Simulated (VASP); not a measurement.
# Pd (Fm-3m) in VASP: a series of runs

Runs on Pd. Level: LDA. Tasks: single point.

All numbers are computed with VASP 6.6.1; they aren't measurements. Logs are shortened: lines on timing, memory, paths and dates and some standing lists are left out, and cuts for length are marked.

### Step 1. The cell of the first run

The structure is cubic, space group Fm-3m (No. 225). Conventional cell: a = 3.842 Å, b = 3.842 Å, c = 3.842 Å, α = 90.00°, β = 90.00°, γ = 90.00°. Within 3.6 Å of Pd (site symmetry m-3m) lie 12 Pd at 2.72 Å.

### Step 2. Single point, LDA

Contents of INCAR:

```
SYSTEM = Pd
PREC = Accurate
ENCUT = 520
EDIFF = 1E-7
ISMEAR = -1
SIGMA = 0.6
LREAL = .False.
LASPH = .True.
NELM = 100
ALGO = Normal
ISIF = 2
LWAVE = .False.
LCHARG = .False.
NBANDS = 11
```

Contents of KPOINTS:

```
regular mesh
0
Gamma
  14 14 14
  0 0 0
```

Contents of POSCAR:

```
Pd
1.0
    0.0000000000      1.9211411165      1.9211411165
    1.9211411165      0.0000000000      1.9211411165
    1.9211411165      1.9211411165      0.0000000000
Pd
1
Direct
    0.0000000000      0.0000000000      0.0000000000
```

Potentials or basis: VASP PAW LDA potentials, release 64 (Pd).

Run with:

```
$ cat potpaw_LDA.64/Pd/POTCAR > POTCAR
$ mpirun -np 1 vasp_std > vasp.out
```

OUTCAR:

```text
SYSTEM = Pd
   PREC = Accurate
   ENCUT = 520
   EDIFF = 1E-7
   ISMEAR = -1
   LREAL = .False.
   LASPH = .True.
   NELM = 100
   ISIF = 2

 ion  position               nearest neighbor table
   1  0.000  0.000  0.000-

  LATTYP: Found a face centered cubic cell.
 ALAT       =     3.8422822330

  Lattice vectors:

 A1 = (   0.0000000000,   1.9211411165,   1.9211411165)
 A2 = (   1.9211411165,   0.0000000000,   1.9211411165)
 A3 = (   1.9211411165,   1.9211411165,   0.0000000000)

Analysis of symmetry for initial positions (statically):
[... 33 lines left out ...]
                                     Primitive cell

  volume of cell :      14.1810

  direct lattice vectors                    reciprocal lattice vectors
     0.000000000  1.921141117  1.921141117    -0.260261985  0.260261985  0.260261985
     1.921141117  0.000000000  1.921141117     0.260261985 -0.260261985  0.260261985
     1.921141117  1.921141117  0.000000000     0.260261985  0.260261985 -0.260261985

  length of vectors
     2.716903822  2.716903822  2.716903822     0.450786981  0.450786981  0.450786981

  position of ions in fractional coordinates (direct lattice)
     0.000000000  0.000000000  0.000000000

  ion indices of the primitive-cell ions
   primitive index   ion index
                 1           1

----------------------------------------------------------------------------------------

 KPOINTS: regular mesh

Automatic generation of k-mesh.
 Grid dimensions read from file:
 generate k-points for:   14   14   14

 Generating k-lattice:

  Cartesian coordinates                     Fractional coordinates (reciprocal lattice)
    -0.018590142  0.018590142  0.018590142     0.071428571  0.000000000  0.000000000
     0.018590142 -0.018590142  0.018590142     0.000000000  0.071428571  0.000000000
     0.018590142  0.018590142 -0.018590142     0.000000000  0.000000000  0.071428571

  Length of vectors
     0.032199070  0.032199070  0.032199070

  Shift w.r.t. Gamma in fractional coordinates (k-lattice)
     0.000000000  0.000000000  0.000000000

 Subroutine IBZKPT returns following result:
 ===========================================

 Found    104 irreducible k-points:

 Following reciprocal coordinates:
            Coordinates               Weight
  0.000000  0.000000  0.000000      1.000000
  0.071429  0.000000  0.000000      8.000000
  0.142857  0.000000  0.000000      8.000000
  0.214286  0.000000  0.000000      8.000000
  0.285714  0.000000  0.000000      8.000000
  0.357143  0.000000  0.000000      8.000000
[... 16 lines left out ...]
  0.214286  0.142857  0.000000     24.000000
  0.285714  0.142857  0.000000     24.000000
 [... further k-points ...]
   k-points           NKPTS =    104   k-points in BZ     NKDIM =    104   number of bands    NBANDS=     11
   number of dos      NEDOS =    301   number of ions     NIONS =      1
   total plane-waves  NPLWV =   8000
   dimension x,y,z NGX =    20 NGY =   20 NGZ =   20
   dimension x,y,z NGXF=    40 NGYF=   40 NGZF=   40
   ions per type =               1
   NGX,Y,Z   is equivalent  to a cutoff of  12.24, 12.24, 12.24 a.u.
   NGXF,Y,Z  is equivalent  to a cutoff of  24.48, 24.48, 24.48 a.u.
 SYSTEM =  Pd
   PREC   = accura    normal or accurate (medium, high low for compatibility)
   ISTART =      0    job   : 0-new  1-cont  2-samecut
   ICHARG =      2    charge: 1-file 2-atom 10-const
   ISPIN  =      1    spin polarized calculation?
   LNONCOLLINEAR =      F non collinear calculations
   LSORBIT =      F    spin-orbit coupling
   LASPH  =      T    aspherical Exc in radial PAW
   ENCUT  =  520.0 eV  38.22 Ry    6.18 a.u.   5.05  5.05  5.05*2*pi/ulx,y,z
   NELM   =    100;   NELMIN=  2; NELMDL= -5     # of ELM steps
   EDIFF  = 0.1E-06   stopping-criterion for ELM
   LREAL  =      F    real-space projection
   EDIFFG = 0.1E-05   stopping-criterion for IOM
   NSW    =      0    number of steps for IOM
   IBRION =     -1    ionic relax: 0-MD 1-quasi-New 2-CG
   NFREE  =      0    steps in history (QN), initial steepest desc. (CG)
   ISIF   =      2    stress and relaxation
   ISYM   =      2    0-nonsym 1-usesym 2-fastsym
   POTIM  = 0.5000    time-step for ionic-motion
   TEBEG  =    0.0;   TEEND  =   0.0 temperature during run
   PSTRESS=    0.0 pullay stress
   NELECT =      10.0000    total number of electrons
   NUPDOWN=      -1.0000    fix difference up-down
   EMIN   =  10.00;   EMAX   =-10.00  energy-range for DOS
   EFERMI =   0.00;   METHOD = LEGACY
   ISMEAR =    -1;   SIGMA  =   0.60  broadening in eV -4-tet -1-fermi 0-gaus
   EFERMI_NEDOS =   21; number of points for ismear=-14 and -15
   IALGO  =     38    algorithm
   IMIX   =      4    mixing-type and parameters
     AMIX     =   0.40;   BMIX     =  1.00
     AMIX_MAG =   1.60;   BMIX_MAG =  1.00
  volume/ion in A,a.u.               =      14.18        95.70
  Fermi-wavevector in a.u.,A,eV,Ry     =   1.457154  2.753622 28.889235  2.123299
  Thomas-Fermi vector in A             =   2.573989
   LORBIT       =      0    0 simple, 1 ext, 2 COOP (PROOUT), +10 PAW based schemes
   GGA     = CA    functional components
   LHFCALC =     F    Hartree Fock is set to
   AEXX    =    0.0000 exact exchange contribution
   IVDW    =     0    specifies the selected vdW correction
   LEPSILON=     F    determine dielectric tensor
   LRPA    =     F    only Hartree local field effects (RPA)
 non-spin polarized calculation
  energy-cutoff  :      520.00
  volume of cell :       14.18
 maximum number of plane-waves:       392
   NGX = 11   NGY = 11   NGZ = 11

 number of electron      10.0000005 magnetization

 Free energy of the ion-electron system (eV)
  ---------------------------------------------------
  ext. energy  EPLUGINS =         0.00000000
  ---------------------------------------------------
  free energy    TOTEN  =        -7.14793806 eV

  energy without entropy =       -6.08782401  energy(sigma->0) =       -6.61788104

 E-fermi :  10.7556     XC(G=0): -13.7660

 val. band max:       10.5873938147   @ k =  -0.2857   0.5000   0.2143
 cond. band min:      10.8442752897   @ k =  -0.3571   0.0714   0.0000
 fundamental gap:      0.2568814750
 Fermi energy:        10.7555678452

 k-point     1 :       0.0000    0.0000    0.0000
  band No.  band energies     occupation
      1       2.7376      2.00000
      2       7.2120      1.99457
      3       7.2120      1.99457
      4       7.2120      1.99457
      5       8.9422      1.90715
      6       8.9422      1.90715
      7      27.4324      0.00000
      8      32.3628      0.00000
      9      32.3628      0.00000
     10      32.3628      0.00000
     11      35.8079      0.00000

 k-point     2 :       0.0714    0.0000    0.0000
  band No.  band energies     occupation
      1       2.9291      2.00000
      2       7.1420      1.99517
      3       7.2800      1.99392
      4       7.2800      1.99392
      5       8.9093      1.91188
      6       8.9093      1.91188
      7      27.6507      0.00000
      8      31.2194      0.00000
      9      32.5984      0.00000
     10      32.5984      0.00000
     11      35.8333      0.00000

 k-point     3 :       0.1429    0.0000    0.0000
  band No.  band energies     occupation
      1       3.4643      1.99999
      2       6.9938      1.99622
      3       7.4371      1.99211
      4       7.4371      1.99211
      5       8.8631      1.91815
      6       8.8631      1.91815
      7      27.9981      0.00000
      8      29.2046      0.00000
      9      33.2468      0.00000
     10      33.2468      0.00000
     11      35.8401      0.00000

 k-point     4 :       0.2143    0.0000    0.0000
  band No.  band energies     occupation
      1       4.1712      1.99997
      2       6.9872      1.99626
      3       7.5373      1.99068
      4       7.5373      1.99068
      5       8.9586      1.90469
      6       8.9586      1.90469
      7      26.3340      0.00000
      8      28.7250      0.00000
      9      34.0738      0.00000
     10      34.0738      0.00000
     11      35.8227      0.00000

 k-point     5 :       0.2857    0.0000    0.0000
  band No.  band energies     occupation
      1       4.6473      1.99992
      2       7.4717      1.99164
      3       7.4717      1.99164
      4       7.5560      1.99038
      5       9.2946      1.83892
      6       9.2946      1.83892
      7      23.7648      0.00000
      8      28.2944      0.00000
      9      34.1754      0.00000
     10      34.1754      0.00000
     11      35.8135      0.00000
[... 211 lines left out ...]
 k-point    21 :      -0.0714    0.0714    0.0000
  band No.  band energies     occupation
      1       3.2378      1.99999
      2       7.0095      1.99612
      3       7.3751      1.99288
      4       7.4202      1.99232
      5       8.7549      1.93118
      6       8.9836      1.90083
      7      27.9595      0.00000
      8      30.1894      0.00000
      9      32.1456      0.00000
     10      33.3653      0.00000
     11      35.8407      0.00000

 k-point    22 :       0.1429    0.1429    0.0000
  band No.  band energies     occupation
      1       3.7086      1.99998
      2       6.6767      1.99777
      3       7.6839      1.98811
      4       7.6839      1.98811
      5       8.4185      1.96013
      6       9.1637      1.86840
      7      28.5643      0.00000
      8      30.3154      0.00000
      9      31.5234      0.00000
     10      31.5234      0.00000
     11      35.8163      0.00000

 k-point    23 :       0.2143    0.1429    0.0000
  band No.  band energies     occupation
      1       4.2724      1.99996
      2       6.4519      1.99847
      3       7.7861      1.98592
      4       7.9014      1.98296
      5       8.4386      1.95880
      6       9.2943      1.83898
      7      28.3573      0.00000
      8      29.2432      0.00000
      9      30.9580      0.00000
     10      31.8348      0.00000
     11      35.7538      0.00000

 k-point    24 :       0.2857    0.1429    0.0000
  band No.  band energies     occupation
      1       4.8960      1.99989
      2       6.3921      1.99861
      3       7.5299      1.99079
      4       7.9852      1.98043
      5       9.0893      1.88285
      6       9.5551      1.76175
      7      25.9235      0.00000
      8      29.0843      0.00000
      9      30.4337      0.00000
     10      32.2615      0.00000
     11      35.7420      0.00000

 [... further k-points ...]
[... 5 lines left out ...]
  --------------------------------------------------------------------------------------
  -------------------------------------------------------------------------------------
  Total        0.5199080      0.5199080      0.5199080      0.0000000      0.0000000      0.0000000
  in kB       58.7393683     58.7393683     58.7393683      0.0000000      0.0000000      0.0000000
  external PRESSURE =      58.7393683 kB  Pullay stress =       0.0000000 kB

 VOLUME and BASIS-vectors are now :
 -----------------------------------------------------------------------------
  energy-cutoff  :      520.00
  volume of cell :       14.18
      direct lattice vectors                 reciprocal lattice vectors
     0.000000000  1.921141117  1.921141117    -0.260261985  0.260261985  0.260261985
     1.921141117  0.000000000  1.921141117     0.260261985 -0.260261985  0.260261985
     1.921141117  1.921141117  0.000000000     0.260261985  0.260261985 -0.260261985

 POSITION                                       TOTAL-FORCE (eV/Angst)
 -----------------------------------------------------------------------------------
      0.00000      0.00000      0.00000         0.000000      0.000000      0.000000
 -----------------------------------------------------------------------------------
    total drift:                                0.000000      0.000000      0.000000

  FREE ENERGIE OF THE ION-ELECTRON SYSTEM (eV)
  ---------------------------------------------------
  free  energy   TOTEN  =        -7.1479380648 eV

  energy  without entropy=       -6.0878240150  energy(sigma->0) =       -6.61788104
```

It took 7.6 s on 1 thread of Intel Xeon Platinum 8488C (Sapphire Rapids), shared host; peak memory 0.13 GiB.

Results:

- Free energy: -7.1479 eV
- Pressure: 5.9 GPa
- Band gap on the k mesh: zero (band 5 reaches 10.59 eV, above the bottom of band 6 at 8.86 eV)

### Step 3. Single point, LDA

Contents of INCAR:

```
SYSTEM = Pd
PREC = Accurate
ENCUT = 520
EDIFF = 1E-6
ISMEAR = -1
SIGMA = 1.0
LREAL = .False.
LASPH = .True.
NELM = 100
ALGO = Normal
ISIF = 2
LWAVE = .False.
LCHARG = .False.
GGA = CA
NBANDS = 11
```

Contents of KPOINTS:

```
Automatic mesh
0
Gamma
  14 14 14
  0 0 0
```

POSCAR is that of step 2.

Potentials or basis: VASP PAW LDA potentials, release 64 (Pd).

Run with:

```
$ cat potpaw_LDA.64/Pd/POTCAR > POTCAR
$ mpirun -np 1 vasp_std > vasp.out
```

Wall time 7.2 s (1 thread of Intel Xeon Platinum 8488C (Sapphire Rapids), shared host); peak memory 0.13 GiB.

The run converged. Its results:

- Free energy: -8.0128 eV
- Pressure: 14.4 GPa
- Band gap on the k mesh: zero (band 5 reaches 10.55 eV, above the bottom of band 6 at 8.82 eV)

Levels at points of the mesh, in eV from the Fermi level:
| k point | band 1 | band 2 | band 3 | band 4 | band 5 | band 6 | band 7 | band 8 | band 9 | band 10 |
| --- | --- | --- | --- | --- | --- | --- | --- | --- | --- | --- |
| (0.00, 0.00, 0.00) | -8.48 | -4.04 | -4.04 | -4.04 | -2.32 | -2.32 | 16.22 | 21.15 | 21.15 | 21.15 |
| (0.50, 0.00, 0.00) | -6.63 | -4.09 | -4.09 | -1.02 | -1.02 | -0.07 | 6.61 | 15.60 | 20.36 | 20.36 |
| (0.50, 0.50, 0.00) | -6.75 | -6.45 | -1.05 | -0.67 | -0.67 | 2.32 | 10.16 | 12.34 | 12.34 | 21.14 |

### Step 4. Single point, LDA

Contents of INCAR:

```
ALGO     = Normal         # electronic algorithm
EDIFF    = 1E-7           # SCF threshold, eV
ENCUT    = 520            # plane-wave cutoff, eV
GGA      = CA             # functional
ISIF     = 2              # what is computed and relaxed
ISMEAR   = 0              # smearing method
LASPH    = T              # aspherical terms in the spheres
LCHARG   = F              # write CHGCAR
LREAL    = F              # projectors in reciprocal space
LWAVE    = F              # write WAVECAR
NBANDS   = 11             # bands
NELM     = 100            # most SCF steps
PREC     = Accurate       # precision mode
SIGMA    = 0.01           # smearing width, eV
```

Contents of KPOINTS:

```
k-points
0
Gamma
  14 14 14
```

POSCAR is that of step 3.

Run with:

```
$ cat potpaw_LDA.64/Pd/POTCAR > POTCAR
$ mpirun -np 1 vasp_std > vasp.out
```

It took 7.6 s on 1 thread of Intel Xeon Platinum 8488C (Sapphire Rapids), shared host; peak memory 0.13 GiB.

The run converged. Its results:

* Free energy: -6.4822 eV
* Pressure: -0.2 GPa
* Band gap on the k mesh: zero (band 5 reaches 10.60 eV, above the bottom of band 6 at 8.90 eV)

Levels at points of the mesh, in eV from the Fermi level:
```tsv
k point	band 1	band 2	band 3	band 4	band 5	band 6	band 7	band 8	band 9	band 10
(0.00, 0.00, 0.00)	-7.54	-3.05	-3.05	-3.05	-1.30	-1.30	17.14	22.09	22.09	22.09
(0.50, 0.00, 0.00)	-5.67	-3.10	-3.10	-0.01	-0.01	0.86	7.58	16.53	21.31	21.31
(0.50, 0.50, 0.00)	-5.77	-5.48	-0.03	0.32	0.32	3.25	11.14	13.28	13.28	22.11
```

### Step 5. Overview

```tsv
smearing	gap on the mesh (eV)	pressure (GPa)
fermi-dirac 0.6 eV	none	5.9
fermi-dirac 1 eV	none	14.4
gaussian 0.01 eV	none	-0.2
```

Alike in all rows: task single point; level LDA; potentials or basis VASP PAW LDA potentials, release 64 (Pd); no spin polarisation; cell as given; k mesh 14 × 14 × 14; cutoff (eV) 520.

Every run on the cell as given and a fine mesh finds a metal.

Absolute energies hang on the potentials; compare differences alone.
